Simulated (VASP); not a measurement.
# BiTe (Fm-3m) in VASP: single point with PBE

Aim: the single point of BiTe with PBE.

Program: VASP 6.6.1. These are calculated values, not measurements. Logs are shortened: lines on timing, memory, paths and dates and some standing lists are left out, and cuts for length are marked.

## Step 1: The cell of the first run

Symmetry: Fm-3m, No. 225, cubic system. The conventional cell has a = 6.470 Å, b = 6.470 Å, c = 6.470 Å, α = 90.00°, β = 90.00°, γ = 90.00°. Bi (site symmetry m-3m) has 6 Te at 3.23 Å within 4.3 Å. Within 4.3 Å of Te (site symmetry m-3m) lie 6 Bi at 3.23 Å.

## Step 2: Single point, PBE

The input, INCAR:

```
  PREC = Accurate
  ENCUT = 500
  EDIFF = 1E-6
  ISMEAR = 0
  SIGMA = 0.15
  LREAL = F
  LASPH = T
  NELM = 120
  ALGO = Normal
  ISIF = 2
  LWAVE = F
  LCHARG = F
  GGA = PE
  NBANDS = 52
  GGA_COMPAT = F
```

The input, KPOINTS:

```
Automatic mesh
0
Gamma
  8 8 8
```

The input, POSCAR:

```
BiTe
1.0
    6.4700000000      0.0000000000      0.0000000000
    0.0000000000     -6.4700000000      0.0000000000
    0.0000000000      0.0000000000     -6.4700000000
Bi Te
4 4
Direct
    0.0000000000      0.5000000000      0.5000000000
    0.5000000000      0.0000000000      0.5000000000
    0.5000000000      0.5000000000      0.0000000000
    0.0000000000      0.0000000000      0.0000000000
    0.5000000000      0.0000000000      0.0000000000
    0.0000000000      0.5000000000      0.0000000000
    0.0000000000      0.0000000000      0.5000000000
    0.5000000000      0.5000000000      0.5000000000
```

Potentials or basis: VASP PAW PBE potentials, release 64 (Bi_d, Te).

Started as:

```
cat potpaw_PBE.64/Bi_d/POTCAR potpaw_PBE.64/Te/POTCAR > POTCAR
mpirun -np 1 vasp_std > vasp.out
```

OUTCAR:

```text
PREC = Accurate
   ENCUT = 500
   EDIFF = 1E-6
   ISMEAR = 0
   LREAL = F
   LASPH = T
   NELM = 120
   ISIF = 2
   GGA = PE

 ion  position               nearest neighbor table
   1  0.000  0.500  0.500-   6 3.23   7 3.23   8 3.23   6 3.23   7 3.23   8 3.23
   2  0.500  0.000  0.500-   5 3.23   7 3.23   8 3.23   5 3.23   8 3.23   7 3.23
   3  0.500  0.500  0.000-   5 3.23   6 3.23   8 3.23   8 3.23   5 3.23   6 3.23
   4  0.000  0.000  0.000-   5 3.23   6 3.23   7 3.23   7 3.23   6 3.23   5 3.23
   5  0.500  0.000  0.000-   2 3.23   3 3.23   4 3.23   2 3.23   3 3.23   4 3.23
   6  0.000  0.500  0.000-   1 3.23   3 3.23   4 3.23   1 3.23   4 3.23   3 3.23
   7  0.000  0.000  0.500-   1 3.23   2 3.23   4 3.23   4 3.23   1 3.23   2 3.23
   8  0.500  0.500  0.500-   1 3.23   2 3.23   3 3.23   3 3.23   2 3.23   1 3.23

  LATTYP: Found a simple cubic cell.
 ALAT       =     6.4700000000

  Lattice vectors:

 A1 = (   6.4700000000,   0.0000000000,   0.0000000000)
 A2 = (   0.0000000000,  -6.4700000000,   0.0000000000)
 A3 = (   0.0000000000,   0.0000000000,  -6.4700000000)

Analysis of symmetry for initial positions (statically):
=====================================================================
 Subroutine PRICEL returns following result:

  LATTYP: Found a face centered cubic cell.
 ALAT       =     6.4700000000

  Lattice vectors:

 A1 = (   3.2350000000,   3.2350000000,   0.0000000000)
 A2 = (   3.2350000000,   0.0000000000,  -3.2350000000)
 A3 = (   0.0000000000,   3.2350000000,  -3.2350000000)

   4 primitive cells build up your supercell.

 Routine SETGRP: Setting up the symmetry group for a
 simple cubic supercell.

 Subroutine GETGRP returns: Found 48 space group operations
 (whereof 48 operations were pure point group operations)
 out of a pool of 48 trial point group operations.

The static configuration has the point symmetry O_h .

Analysis of symmetry for dynamics (positions and initial velocities):
=====================================================================
 Subroutine PRICEL returns following result:

  LATTYP: Found a face centered cubic cell.
 ALAT       =     6.4700000000

  Lattice vectors:

 A1 = (   3.2350000000,   3.2350000000,   0.0000000000)
 A2 = (   3.2350000000,   0.0000000000,  -3.2350000000)
 A3 = (   0.0000000000,   3.2350000000,  -3.2350000000)

   4 primitive cells build up your supercell.

 Routine SETGRP: Setting up the symmetry group for a
 simple cubic supercell.

 Subroutine GETGRP returns: Found 48 space group operations
 (whereof 48 operations were pure point group operations)
 out of a pool of 48 trial point group operations.

The dynamic configuration has the point symmetry O_h .

 Subroutine INISYM returns: Found 48 space group operations
 (whereof 48 operations are pure point group operations),
 and found     4 'primitive' translations

----------------------------------------------------------------------------------------

                                     Primitive cell

  volume of cell :      67.7100

  direct lattice vectors                    reciprocal lattice vectors
     3.235000000  3.235000000  0.000000000     0.154559505  0.154559505  0.154559505
     3.235000000  0.000000000 -3.235000000     0.154559505 -0.154559505 -0.154559505
     0.000000000  3.235000000 -3.235000000    -0.154559505  0.154559505 -0.154559505

  length of vectors
     4.574980874  4.574980874  4.574980874     0.267704916  0.267704916  0.267704916

  position of ions in fractional coordinates (direct lattice)
     0.000000000  0.000000000  0.000000000
     0.500000000  0.500000000  0.500000000

  ion indices of the primitive-cell ions
   primitive index   ion index
                 1           1
                 2           7

----------------------------------------------------------------------------------------

 KPOINTS: Automatic mesh

Automatic generation of k-mesh.
 Grid dimensions read from file:
 generate k-points for:    8    8    8

 Generating k-lattice:

  Cartesian coordinates                     Fractional coordinates (reciprocal lattice)
     0.019319938  0.000000000  0.000000000     0.125000000  0.000000000  0.000000000
     0.000000000 -0.019319938  0.000000000     0.000000000  0.125000000  0.000000000
     0.000000000  0.000000000 -0.019319938     0.000000000  0.000000000  0.125000000

  Length of vectors
     0.019319938  0.019319938  0.019319938

  Shift w.r.t. Gamma in fractional coordinates (k-lattice)
     0.000000000  0.000000000  0.000000000

 Subroutine IBZKPT returns following result:
 ===========================================

 Found     35 irreducible k-points:

 Following reciprocal coordinates:
            Coordinates               Weight
  0.000000  0.000000  0.000000      1.000000
  0.125000  0.000000  0.000000      6.000000
  0.250000  0.000000  0.000000      6.000000
  0.375000  0.000000  0.000000      6.000000
  0.500000  0.000000  0.000000      3.000000
  0.125000  0.125000  0.000000     12.000000
[... 16 lines left out ...]
  0.375000  0.375000  0.125000     24.000000
  0.500000  0.375000  0.125000     24.000000
 [... further k-points ...]
   k-points           NKPTS =     35   k-points in BZ     NKDIM =     35   number of bands    NBANDS=     52
   number of dos      NEDOS =    301   number of ions     NIONS =      8
   total plane-waves  NPLWV = 110592
   dimension x,y,z NGX =    48 NGY =   48 NGZ =   48
   dimension x,y,z NGXF=    96 NGYF=   96 NGZF=   96
   ions per type =               4   4
   NGX,Y,Z   is equivalent  to a cutoff of  12.33, 12.33, 12.33 a.u.
   NGXF,Y,Z  is equivalent  to a cutoff of  24.67, 24.67, 24.67 a.u.
 SYSTEM =  unknown system
   PREC   = accura    normal or accurate (medium, high low for compatibility)
   ISTART =      0    job   : 0-new  1-cont  2-samecut
   ICHARG =      2    charge: 1-file 2-atom 10-const
   ISPIN  =      1    spin polarized calculation?
   LNONCOLLINEAR =      F non collinear calculations
   LSORBIT =      F    spin-orbit coupling
   LASPH  =      T    aspherical Exc in radial PAW
   ENCUT  =  500.0 eV  36.75 Ry    6.06 a.u.  11.80 11.80 11.80*2*pi/ulx,y,z
   NELM   =    120;   NELMIN=  2; NELMDL= -5     # of ELM steps
   EDIFF  = 0.1E-05   stopping-criterion for ELM
   LREAL  =      F    real-space projection
   EDIFFG = 0.1E-04   stopping-criterion for IOM
   NSW    =      0    number of steps for IOM
   IBRION =     -1    ionic relax: 0-MD 1-quasi-New 2-CG
   NFREE  =      0    steps in history (QN), initial steepest desc. (CG)
   ISIF   =      2    stress and relaxation
   ISYM   =      2    0-nonsym 1-usesym 2-fastsym
   POTIM  = 0.5000    time-step for ionic-motion
   TEBEG  =    0.0;   TEEND  =   0.0 temperature during run
   PSTRESS=    0.0 pullay stress
   NELECT =      84.0000    total number of electrons
   NUPDOWN=      -1.0000    fix difference up-down
   EMIN   =  10.00;   EMAX   =-10.00  energy-range for DOS
   EFERMI =   0.00;   METHOD = LEGACY
   ISMEAR =     0;   SIGMA  =   0.15  broadening in eV -4-tet -1-fermi 0-gaus
   EFERMI_NEDOS =   21; number of points for ismear=-14 and -15
   IALGO  =     38    algorithm
   IMIX   =      4    mixing-type and parameters
     AMIX     =   0.40;   BMIX     =  1.00
     AMIX_MAG =   1.60;   BMIX_MAG =  1.00
  volume/ion in A,a.u.               =      33.86       228.46
  Fermi-wavevector in a.u.,A,eV,Ry     =   1.108146  2.094092 16.707785  1.227988
  Thomas-Fermi vector in A             =   2.244669
   LORBIT       =      0    0 simple, 1 ext, 2 COOP (PROOUT), +10 PAW based schemes
   GGA     = PE    functional components
   LHFCALC =     F    Hartree Fock is set to
   AEXX    =    0.0000 exact exchange contribution
   IVDW    =     0    specifies the selected vdW correction
   LEPSILON=     F    determine dielectric tensor
   LRPA    =     F    only Hartree local field effects (RPA)
 non-spin polarized calculation
 Gauss-broadening in eV      SIGMA  =   0.15
  energy-cutoff  :      500.00
  volume of cell :      270.84
 maximum number of plane-waves:      6931
 NGX is ok and might be reduce to    48
   NGX = 23   NGY = 23   NGZ = 23

 number of electron      84.0000023 magnetization

 Free energy of the ion-electron system (eV)
  ---------------------------------------------------
  ext. energy  EPLUGINS =         0.00000000
  ---------------------------------------------------
  free energy    TOTEN  =       -28.76122037 eV

  energy without entropy =      -28.71085341  energy(sigma->0) =      -28.73603689

 E-fermi :   6.6484     XC(G=0):  -9.4340

 val. band max:        6.6430945166   @ k =   0.5000   0.5000   0.0000
 cond. band min:       6.7064556732   @ k =   0.3750   0.3750   0.2500
 fundamental gap:      0.0633611566
 Fermi energy:         6.6483635364

 k-point     1 :       0.0000    0.0000    0.0000
  band No.  band energies     occupation
      1     -16.5091      2.00000
      2     -16.5091      2.00000
      3     -16.5091      2.00000
      4     -16.4955      2.00000
      5     -16.4955      2.00000
      6     -16.4955      2.00000
[... 44 lines left out ...]
     51      10.2415      0.00000
     52      10.2415      0.00000

 k-point     2 :       0.1250    0.0000    0.0000
  band No.  band energies     occupation
      1     -16.5086      2.00000
      2     -16.5086      2.00000
      3     -16.5085      2.00000
      4     -16.4955      2.00000
      5     -16.4954      2.00000
      6     -16.4950      2.00000
[... 44 lines left out ...]
     51      10.3081      0.00000
     52      10.3081      0.00000

 k-point     3 :       0.2500    0.0000    0.0000
  band No.  band energies     occupation
      1     -16.5071      2.00000
      2     -16.5071      2.00000
      3     -16.5069      2.00000
      4     -16.4969      2.00000
      5     -16.4950      2.00000
      6     -16.4944      2.00000
[... 44 lines left out ...]
     51      10.0386      0.00000
     52      10.5448      0.00000
[... 1046 lines left out ...]
 k-point    23 :       0.3750    0.3750    0.1250
  band No.  band energies     occupation
      1     -16.5023      2.00000
      2     -16.5018      2.00000
      3     -16.5018      2.00000
      4     -16.4983      2.00000
      5     -16.4976      2.00000
      6     -16.4966      2.00000
[... 44 lines left out ...]
     51       9.3561      0.00000
     52       9.9269      0.00000

 k-point    24 :       0.5000    0.3750    0.1250
  band No.  band energies     occupation
      1     -16.5013      2.00000
      2     -16.5013      2.00000
      3     -16.4998      2.00000
      4     -16.4998      2.00000
      5     -16.4973      2.00000
      6     -16.4973      2.00000
[... 44 lines left out ...]
     51       9.6215      0.00000
     52       9.6215      0.00000

 [... further k-points ...]
[... 5 lines left out ...]
  --------------------------------------------------------------------------------------
  -------------------------------------------------------------------------------------
  Total        1.0942855      1.0942855      1.0942855     -0.0000000     -0.0000000      0.0000000
  in kB        6.4733394      6.4733394      6.4733394     -0.0000000     -0.0000000      0.0000000
  external PRESSURE =       6.4733394 kB  Pullay stress =       0.0000000 kB

 VOLUME and BASIS-vectors are now :
 -----------------------------------------------------------------------------
  energy-cutoff  :      500.00
  volume of cell :      270.84
      direct lattice vectors                 reciprocal lattice vectors
     6.470000000  0.000000000  0.000000000     0.154559505  0.000000000  0.000000000
     0.000000000 -6.470000000  0.000000000     0.000000000 -0.154559505  0.000000000
     0.000000000  0.000000000 -6.470000000     0.000000000  0.000000000 -0.154559505

 POSITION                                       TOTAL-FORCE (eV/Angst)
 -----------------------------------------------------------------------------------
      0.00000     -3.23500     -3.23500         0.000000     -0.000000     -0.000000
      3.23500      0.00000     -3.23500         0.000000      0.000000      0.000000
      3.23500     -3.23500      0.00000        -0.000000     -0.000000      0.000000
      0.00000      0.00000      0.00000         0.000000      0.000000     -0.000000
      3.23500      0.00000      0.00000         0.000000     -0.000000     -0.000000
      0.00000     -3.23500      0.00000        -0.000000      0.000000      0.000000
      0.00000      0.00000     -3.23500         0.000000      0.000000     -0.000000
      3.23500     -3.23500     -3.23500        -0.000000      0.000000      0.000000
 -----------------------------------------------------------------------------------
    total drift:                                0.000000     -0.000000      0.000000

  FREE ENERGIE OF THE ION-ELECTRON SYSTEM (eV)
  ---------------------------------------------------
  free  energy   TOTEN  =       -28.7612203714 eV

  energy  without entropy=      -28.7108534090  energy(sigma->0) =      -28.73603689
```

It took 9.4 min on 1 thread of AMD EPYC 7R13, shared host; peak memory 0.52 GiB.

What came out:

```
Free energy : -28.7612 eV
Pressure    : 0.6 GPa
```

Caveat: the bands computed are all filled at some k points, so no gap is given; spin-orbit coupling is left out, which moves the levels of the heavy elements.
